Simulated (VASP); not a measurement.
Write the native input for VASP 6.6.1 that does the following.

| Property | Result |
| --- | --- |
| Task | single point |
| Functional | LDA |
| Potentials or basis | VASP PAW LDA potentials, release 64 (B, P) |
| Cutoff | 500 eV |
| k mesh | 10 × 10 × 10 |
| Occupations | gaussian, width 0.02 eV |
| Spin | no spin polarisation |
| Dipole correction | no |
| Further INCAR settings | ALGO = Normal; EDIFF = 1e-06; NBANDS = 11 |

The structure of BP (l.bB) lies in POSCAR:

```
BP
1.0
    0.0000000000      2.2453790265      2.2453790265
    2.2453790265      0.0000000000      2.2453790265
    2.2453790265      2.2453790265      0.0000000000
B P
1 1
Direct
    0.0000000000      0.0000000000      0.0000000000
    0.2500000000      0.2500000000      0.2500000000
```

One way to write it, as run:

INCAR

```
SYSTEM = BP
ALGO = Normal
EDIFF = 1E-6
ENCUT = 500
GGA = CA
GGA_COMPAT = .False.
ISIF = 2
ISMEAR = 0
LASPH = .True.
LCHARG = .False.
LREAL = .False.
LWAVE = .False.
NBANDS = 11
NELM = 120
PREC = Accurate
SIGMA = 0.02
```

KPOINTS

```
k-points
0
Gamma
  10 10 10
  0 0 0
```

Potentials or basis: VASP PAW LDA potentials, release 64 (B, P).

Launch:

```bash
$ cat potpaw_LDA.64/B/POTCAR potpaw_LDA.64/P/POTCAR > POTCAR
$ mpirun -np 1 vasp_std > vasp.out
```

It gave:

| Quantity | Value |
| --- | --- |
| Pressure | -0.1 GPa |
| Band gap on the k mesh | 1.15 eV, indirect (least direct gap 3.43 eV) |

Wall time 8.1 s on 1 thread of Intel Xeon 8259CL, on a shared host, peak memory 0.12 GiB.
